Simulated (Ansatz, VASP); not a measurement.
# Two plane-wave programs on SrO

Contents of INCAR:

```
ALGO     = Normal         # electronic algorithm
EDIFF    = 1E-6           # SCF threshold, eV
ENCUT    = 520            # plane-wave cutoff, eV
GGA      = PE             # functional
ISIF     = 2              # what is computed and relaxed
ISMEAR   = 0              # smearing method
LASPH    = T              # aspherical terms in the spheres
LCHARG   = T              # write CHGCAR
LELF     = T              # ELF
LREAL    = F              # projectors in reciprocal space
LVHAR    = T            
LWAVE    = F              # write WAVECAR
NBANDS   = 15             # bands
NELM     = 60             # most SCF steps
PREC     = Accurate       # precision mode
SIGMA    = 0.05           # smearing width, eV
```

The input KPOINTS:

```
k-points
0
Gamma
  8 8 8
```

POSCAR

```
SrO
1.0
   -0.0256980000      2.5698000000      2.5698000000
    2.5441020000      0.0000000000      2.5441020000
    2.5698000000      2.5698000000     -0.0256980000
Sr O
1 1
Direct
    0.0000000000      0.0000000000      0.0000000000
    0.5000000000      0.5000000000      0.5000000000
```

Input for Ansatz:

```yaml
crystal:
  lattice:
    - [-0.025698, 2.5698, 2.5698]
    - [2.544102, 0.0, 2.544102]
    - [2.5698, 2.5698, -0.025698]
  atoms:
    - { symbol: Sr, position: [0.0, 0.0, 0.0] }
    - { symbol: O, position: [0.5, 0.5, 0.5] }
basis:
  ecutwfc: 420
kpoints:
  mp_grid: { grid: [8, 8, 8] }
hamiltonian:
  xc: pbe
scf:
  occupations: { method: gaussian, width: 0.05 }
output:
  forces: true
  stress: true
  eigenvalues: true
```

Change from the starting cell: strain -0.0200 x Voigt [0, 0, 0, 0, 1, 0], atoms carried along.

Alike in both runs: task single point; functional PBE; k mesh 8 × 8 × 8; occupations gaussian, width 0.05 eV; no spin polarisation.

```csv
,VASP,Ansatz
version,VASP 6.6.1,Ansatz 0.2.0
potentials or method,"VASP PAW PBE potentials, release 64 (Sr_sv, O), cutoff 520 eV","scalar-relativistic, plane waves, PAW"
valence electrons in the cell,16,16
```

```tsv
	VASP	Ansatz	Ansatz less VASP
gap on the k mesh at the Fermi level (eV)	3.24	3.29	+0.049
least direct gap on the mesh (eV)	3.32	3.36	+0.038
pressure (GPa)	3.5	2.9	-0.59
traceless stress, the component that is largest in VASP (GPa)	1.08	1.08	+0.001
```
